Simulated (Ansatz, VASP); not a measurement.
## One calculation of ScSbSe3, two programs

```
Sc Sb Se
1.0
     5.63650    0.00000    0.00000
    -2.81825    4.88135    0.00000
     0.00000    0.00000    5.72110
Sc Sb Se
1 1 3
Cartesian
  0.0000 0.0000 2.8606
  0.0000 0.0000 0.0000
  2.8183 0.0000 2.8606
  -1.4091 2.4407 2.8606
  1.4091 2.4407 2.8606
```

Alike in both runs: functional PBE; k mesh 12 × 12 × 8; occupations gaussian, width 0.1 eV; no spin polarisation.

Ansatz relaxed the structure, and its values are those at the end. VASP's run is a single point on that final structure, the one shown.

|  | VASP | Ansatz |
| --- | --- | --- |
| version | VASP 6.6.1 | Ansatz 0.2.0 |
| potentials or method | VASP PAW PBE potentials, release 64 (Sc_sv, Sb, Se), cutoff 520 eV | scalar-relativistic, plane waves, PAW |
| valence electrons in the cell | 34 | 74 |

```csv
,VASP,Ansatz,Ansatz less VASP
gap on the k mesh at the Fermi level (eV),none,none,-
pressure (GPa),0.0,0.0,-0.04
```

A gap of «none» marks a metal or a gap that the smearing closes. With one functional, cell and mesh, what is left measures potentials, basis and numerics. VASP's potentials hold 34 valence electrons a cell and Ansatz's 74, so a difference there can come from the potentials and not from the codes.

Neither program's run includes spin-orbit coupling.
